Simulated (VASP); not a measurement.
# NaOs (P2_1/m) in VASP: single point with PBE

Aim: the single point of NaOs with PBE.

Everything below comes from runs of VASP 6.6.1. Logs are shortened: lines on timing, memory, paths and dates and some standing lists are left out, and cuts for length are marked.

## Step 1: The cell of the first run

Symmetry: P2_1/m, No. 11, monoclinic system. Conventional cell: a = 5.272 Å, b = 4.044 Å, c = 9.372 Å, α = 90.00°, β = 90.10°, γ = 90.00°. Within 4.1 Å of Na (site symmetry m) lie 7 Os at 2.97 to 3.94 Å and 7 Na at 3.37 to 4.04 Å. Na (site symmetry m) has 4 Os at 3.05 to 4.10 Å and 9 Na at 3.37 to 4.04 Å within 4.2 Å. Within 3.4 Å of Os (site symmetry m) lie 6 Os at 2.55 to 2.64 Å and 4 Na at 2.97 to 3.20 Å. Within 3.4 Å of Os (site symmetry m) lie 6 Os at 2.54 to 2.64 Å and 3 Na at 3.08 to 3.23 Å.

## Step 2: Single point, PBE

Input file INCAR:

```
SYSTEM = NaOs
PREC = Accurate ; ENCUT = 520
EDIFF = 1E-6 ; ISMEAR = 0
SIGMA = 0.1 ; LREAL = .False.
LASPH = .True. ; NELM = 60
ALGO = Fast ; ISIF = 2
LWAVE = .False. ; LCHARG = .False.
GGA = PE ; NBANDS = 40
```

Input file KPOINTS:

```
regular mesh
0
Gamma
  6 8 4
  0 0 0
```

Input file POSCAR:

```
NaOs
1.0
    5.2718204227      0.0000000000     -0.0016360901
    0.0000000000      4.0435063138      0.0000000000
   -0.0130879758      0.0000000000      9.3717585708
Na Os
4 4
Direct
    0.6244242607      0.2500000000      0.7293400707
    0.1209315885      0.7500000000      0.6608403117
    0.8790684115      0.2500000000      0.3391596883
    0.3755757393      0.7500000000      0.2706599293
    0.6250437611      0.2500000000      0.0467801729
    0.1256061952      0.2500000000      0.0416426834
    0.3749562389      0.7500000000      0.9532198271
    0.8743938048      0.7500000000      0.9583573166
```

Potentials or basis: VASP PAW PBE potentials, release 64 (Na_pv, Os).

Launch:

```sh
$ cat potpaw_PBE.64/Na_pv/POTCAR potpaw_PBE.64/Os/POTCAR > POTCAR
$ mpirun -np 1 vasp_std > vasp.out
```

OUTCAR:

```text
SYSTEM = NaOs
   PREC = Accurate
   ENCUT = 520
   EDIFF = 1E-6
   ISMEAR = 0
   LREAL = .False.
   LASPH = .True.
   NELM = 60
   ISIF = 2
   GGA = PE

 ion  position               nearest neighbor table
   1  0.624  0.250  0.729-   5 2.97
   2  0.121  0.750  0.661-   7 3.05   8 3.08
   3  0.879  0.250  0.339-   5 3.05   6 3.08
   4  0.376  0.750  0.271-   7 2.97
   5  0.625  0.250  0.047-   8 2.55   8 2.55   7 2.57   7 2.57   6 2.63   6 2.64   1 2.97   3 3.05

   6  0.126  0.250  0.042-   8 2.54   8 2.54   7 2.55   7 2.55   5 2.63   5 2.64   3 3.08
   7  0.375  0.750  0.953-   6 2.55   6 2.55   5 2.57   5 2.57   8 2.63   8 2.64   4 2.97   2 3.05

   8  0.874  0.750  0.958-   6 2.54   6 2.54   5 2.55   5 2.55   7 2.63   7 2.64   2 3.08

  LATTYP: Found a simple monoclinic cell.
 ALAT       =     5.2718206766
 B/A-ratio  =     0.7670037662
 C/A-ratio  =     1.7777098814
 COS(beta)  =    -0.0017068782

  Lattice vectors:

 A1 = (   5.2718204227,   0.0000000000,  -0.0016360901)
 A2 = (   0.0000000000,   4.0435063138,   0.0000000000)
 A3 = (  -0.0130879758,   0.0000000000,   9.3717585708)

Analysis of symmetry for initial positions (statically):
=====================================================================
 Subroutine PRICEL returns:
 Original cell was already a primitive cell.

 Routine SETGRP: Setting up the symmetry group for a
 simple monoclinic supercell.

 Subroutine GETGRP returns: Found  4 space group operations
 (whereof  2 operations were pure point group operations)
 out of a pool of  4 trial point group operations.

The static configuration has the point symmetry S_2 .
 The point group associated with its full space group is C_2h.

Analysis of symmetry for dynamics (positions and initial velocities):
=====================================================================
 Subroutine PRICEL returns:
 Original cell was already a primitive cell.

 Routine SETGRP: Setting up the symmetry group for a
 simple monoclinic supercell.

 Subroutine GETGRP returns: Found  4 space group operations
 (whereof  2 operations were pure point group operations)
 out of a pool of  4 trial point group operations.

The dynamic configuration has the point symmetry S_2 .
 The point group associated with its full space group is C_2h.
[... 112 lines left out ...]
   LREAL  =      F    real-space projection
   EDIFFG = 0.1E-04   stopping-criterion for IOM
   NSW    =      0    number of steps for IOM
   IBRION =     -1    ionic relax: 0-MD 1-quasi-New 2-CG
   NFREE  =      0    steps in history (QN), initial steepest desc. (CG)
   ISIF   =      2    stress and relaxation
   ISYM   =      2    0-nonsym 1-usesym 2-fastsym
   POTIM  = 0.5000    time-step for ionic-motion
   TEBEG  =    0.0;   TEEND  =   0.0 temperature during run
   PSTRESS=    0.0 pullay stress
   NELECT =      60.0000    total number of electrons
   NUPDOWN=      -1.0000    fix difference up-down
   EMIN   =  10.00;   EMAX   =-10.00  energy-range for DOS
   EFERMI =   0.00;   METHOD = LEGACY
   ISMEAR =     0;   SIGMA  =   0.10  broadening in eV -4-tet -1-fermi 0-gaus
   EFERMI_NEDOS =   21; number of points for ismear=-14 and -15
   IALGO  =     68    algorithm
   IMIX   =      4    mixing-type and parameters
     AMIX     =   0.40;   BMIX     =  1.00
     AMIX_MAG =   1.60;   BMIX_MAG =  1.00
  volume/ion in A,a.u.               =      24.97       168.52
  Fermi-wavevector in a.u.,A,eV,Ry     =   1.096340  2.071783 16.353686  1.201962
  Thomas-Fermi vector in A             =   2.232681
   LORBIT       =      0    0 simple, 1 ext, 2 COOP (PROOUT), +10 PAW based schemes
   GGA     = PE    functional components
   LHFCALC =     F    Hartree Fock is set to
   AEXX    =    0.0000 exact exchange contribution
   IVDW    =     0    specifies the selected vdW correction
   LEPSILON=     F    determine dielectric tensor
   LRPA    =     F    only Hartree local field effects (RPA)
 non-spin polarized calculation
 RMM-DIIS sequential band-by-band and
 Gauss-broadening in eV      SIGMA  =   0.10
  energy-cutoff  :      520.00
  volume of cell :      199.77
 maximum number of plane-waves:      5408
   NGX = 19   NGY = 15   NGZ = 35

 number of electron      59.9999970 magnetization

 Free energy of the ion-electron system (eV)
  ---------------------------------------------------
  ext. energy  EPLUGINS =         0.00000000
  ---------------------------------------------------
  free energy    TOTEN  =       -46.64819068 eV

  energy without entropy =      -46.62271805  energy(sigma->0) =      -46.63545437

 E-fermi :   2.3031     XC(G=0):  -8.7633

 val. band max:        2.2986374978   @ k =   0.5000   0.5000  -0.0000
 cond. band min:       2.3128239900   @ k =   0.5000   0.1250   0.5000
 fundamental gap:      0.0141864922
 Fermi energy:         2.3031123819

 k-point     1 :       0.0000    0.0000    0.0000
  band No.  band energies     occupation
      1     -22.0625      2.00000
      2     -22.0594      2.00000
      3     -22.0483      2.00000
      4     -22.0481      2.00000
      5     -21.9990      2.00000
      6     -21.9899      2.00000
[... 1021 lines left out ...]
     39       6.0897      0.00000
     40       6.1426      0.00000

 [... further k-points ...]

------------------------ aborting loop because EDIFF is reached ----------------------------------------

  FORCE on cell =-STRESS in cart. coord.  units (eV):
  Direction    XX          YY          ZZ          XY          YZ          ZX
  --------------------------------------------------------------------------------------
  -------------------------------------------------------------------------------------
  Total       -0.1588480     -0.3643444     -0.1219604      0.0000000      0.0000000     -0.0123448
  in kB       -1.2739510     -2.9220193     -0.9781148      0.0000000      0.0000000     -0.0990043
  external PRESSURE =      -1.7246950 kB  Pullay stress =       0.0000000 kB

 VOLUME and BASIS-vectors are now :
 -----------------------------------------------------------------------------
  energy-cutoff  :      520.00
  volume of cell :      199.77
      direct lattice vectors                 reciprocal lattice vectors
     5.271820423  0.000000000 -0.001636090     0.189687879  0.000000000  0.000264905
     0.000000000  4.043506314  0.000000000     0.000000000  0.247310112  0.000000000
    -0.013087976  0.000000000  9.371758571     0.000033115  0.000000000  0.106703606

 POSITION                                       TOTAL-FORCE (eV/Angst)
 -----------------------------------------------------------------------------------
      3.28231      1.01088      6.83418         0.002017      0.000000      0.005771
      0.62888      3.03263      6.19304        -0.000089     -0.000000      0.001016
      4.62985      1.01088      3.17708         0.000089     -0.000000     -0.001016
      1.97643      3.03263      2.53595        -0.002017     -0.000000     -0.005771
      3.29451      1.01088      0.43739        -0.000849     -0.000000     -0.018951
      0.66163      1.01088      0.39006        -0.002731     -0.000000     -0.014980
      1.96423      3.03263      8.93273         0.000849     -0.000000      0.018951
      4.59710      3.03263      8.98006         0.002731     -0.000000      0.014980
 -----------------------------------------------------------------------------------
    total drift:                               -0.000000      0.000000     -0.000000

  FREE ENERGIE OF THE ION-ELECTRON SYSTEM (eV)
  ---------------------------------------------------
  free  energy   TOTEN  =       -46.6481906824 eV

  energy  without entropy=      -46.6227180495  energy(sigma->0) =      -46.63545437
```

stdout:

```text
POSCAR found type information on POSCAR NaOs
 POSCAR found :  2 types and       8 ions
 scaLAPACK will be used
 LDA part: xc-table for (Slater+PW92), standard interpolation
 POSCAR, INCAR and KPOINTS ok, starting setup
 FFT: planning ... GRIDC
 FFT: planning ... GRID_SOFT
 FFT: planning ... GRID
 WAVECAR not read
 entering main loop
```

Run time: 16 min. Hardware: 1 thread of Intel Xeon 8259CL, shared host; peak memory 0.56 GiB.

What came out:

```yaml
Free_energy: -46.6482 eV
Pressure: -0.2 GPa
Largest_force: 0.019 eV/Å
Band_gap_on_the_k_mesh: zero (bands 30 and 31 overlap by 0.70 eV)
```

Forces on the atoms (eV/Å):
```
Na   0.002  0.000  0.006
Na   0.000  0.000  0.001
Na   0.000  0.000 -0.001
Na  -0.002  0.000 -0.006
Os  -0.001  0.000 -0.019
Os  -0.003  0.000 -0.015
Os   0.001  0.000  0.019
Os   0.003  0.000  0.015
```

Stress tensor (GPa, compression positive):
```
-0.13  0.00 -0.01
 0.00 -0.29  0.00
-0.01  0.00 -0.10
```

Levels at points of the mesh, in eV from the Fermi level:
| k point | band 27 | band 28 | band 29 | band 30 | band 31 | band 32 | band 33 | band 34 |
| --- | --- | --- | --- | --- | --- | --- | --- | --- |
| (0.00, 0.00, 0.00) | -1.20 | -0.84 | 0.22 | 0.22 | 0.82 | 1.02 | 1.24 | 1.25 |
| (0.50, 0.00, 0.00) | -0.97 | -0.87 | -0.22 | -0.21 | -0.19 | -0.05 | 1.29 | 1.38 |
| (0.00, 0.50, 0.00) | -0.66 | -0.66 | -0.30 | -0.30 | 0.49 | 0.49 | 2.23 | 2.23 |
| (0.50, 0.50, 0.00) | -1.67 | -1.67 | -0.14 | -0.14 | 0.00 | 0.00 | 1.46 | 1.46 |
| (0.00, 0.00, 0.50) | -1.20 | -0.03 | 0.20 | 0.21 | 0.82 | 1.02 | 1.24 | 1.25 |
| (0.50, 0.00, 0.50) | -0.88 | -0.69 | -0.21 | -0.19 | -0.07 | 0.10 | 1.44 | 1.47 |
| (0.00, 0.50, 0.50) | -0.67 | -0.67 | -0.66 | -0.66 | 1.09 | 1.09 | 2.23 | 2.23 |
| (0.50, 0.50, 0.50) | -1.67 | -1.67 | -0.17 | -0.17 | -0.04 | -0.04 | 1.46 | 1.46 |

Caveat: spin-orbit coupling is left out, which moves the levels of the heavy elements.
